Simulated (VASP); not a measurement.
Set up this calculation in VASP 6.6.1, as the native input.

```yaml
Task: single point
Functional: PBE
Potentials_or_basis: VASP PAW PBE potentials, release 64 (C, H)
Cutoff: 520 eV
k_mesh: 6 × 3 × 1
Occupations: gaussian, width 0.1 eV
Spin: no spin polarisation
Dipole_correction: yes
Further_INCAR_settings: ALGO = Normal; EDIFF = 1e-06; NBANDS = 38
```

The structure of HC6 lies in POSCAR:

```
HC6
1.0
    4.9326910638      0.0000000000      0.0000000000
    0.0000000000      8.5222964205      0.0000000000
    0.0000000000      0.0000000000     22.9416055954
C H
12 2
Direct
    0.0000000000      0.0000000000      0.1743557130
    0.5000000000      0.0000000000      0.1743557130
    0.2500000000      0.0000000000      0.2053898368
    0.7500000000      0.0000000000      0.2053898368
    0.2500000000      0.0000000000      0.2674580844
    0.7500000000      0.0000000000      0.2674580844
    0.0000000000      0.0000000000      0.2977124344
    0.5000000000      0.0000000000      0.2977124344
    0.0000000000      0.0000000000      0.3626190265
    0.5000000000      0.0000000000      0.3626190265
    0.2500000000      0.0000000000      0.3897550046
    0.7500000000      0.0000000000      0.3897550046
    0.1841130438      0.0000000000      0.5466751463
    0.3158869562      0.0000000000      0.5466751463
```

The input as run:

INCAR

```
SYSTEM = HC6
PREC = Accurate ; ENCUT = 520
EDIFF = 1E-6 ; ISMEAR = 0
SIGMA = 0.1 ; LREAL = .FALSE.
LASPH = .TRUE. ; NELM = 100
ALGO = Normal ; ISIF = 2
LWAVE = .FALSE. ; LCHARG = .FALSE.
LDIPOL = .TRUE. ; IDIPOL = 3
DIPOL = 0.5 0.5 0.321 ; GGA = PE
NBANDS = 38
```

KPOINTS

```
Automatic mesh
0
G
  6 3 1
  0 0 0
```

Potentials or basis: VASP PAW PBE potentials, release 64 (C, H).

Command:

```console
$ cat potpaw_PBE.64/C/POTCAR potpaw_PBE.64/H/POTCAR > POTCAR
$ mpirun -np 1 vasp_std > vasp.out
```

Results of the run:

```json
{
  "Largest force": "4.888 eV/Å",
  "Band gap on the k mesh": "0.10 eV"
}
```

Wall time 11 min on 1 thread of Intel(R) Xeon(R) 6975P-C (Granite Rapids) (shared host), peak memory 0.94 GiB.
